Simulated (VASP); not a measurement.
Al, 2 atoms in the cell. It takes space group P6_3/mmc (No. 194, hexagonal). Conventional cell: a = 2.482 Å, b = 2.482 Å, c = 4.058 Å, α = 90.00°, β = 90.00°, γ = 120.00°. Within 3.3 Å of Al (site symmetry -6m2) lie 12 Al at 2.48 Å.  This cell differs from its parent crystal: volume scaled by 0.65.

- Program: VASP 6.6.1
- Task: single point
- Functional: PBE
- Potentials or basis: VASP PAW PBE potentials, release 64 (Al)
- Cutoff: 520 eV
- k mesh: 15 × 15 × 8
- Occupations: fermi-dirac, width 0.08 eV
- Spin: no spin polarisation
- Dipole correction: no
- Further INCAR settings: ALGO = Normal; EDIFF = 1e-07; NBANDS = 10

Potentials or basis: VASP PAW PBE potentials, release 64 (Al).

Launch:

```sh
$ cat potpaw_PBE.64/Al/POTCAR > POTCAR
$ mpirun -np 1 vasp_std > vasp.out
```

Hardware: 1 thread of Intel(R) Xeon(R) 6975P-C (Granite Rapids), on a shared host.

Task: How long does it take, and how much memory?

Result: Run time: 8 s on 1 thread of Intel(R) Xeon(R) 6975P-C (Granite Rapids), with other jobs on the host, peak memory 0.14 GiB. Counts: scf iterations 12, k points 135.
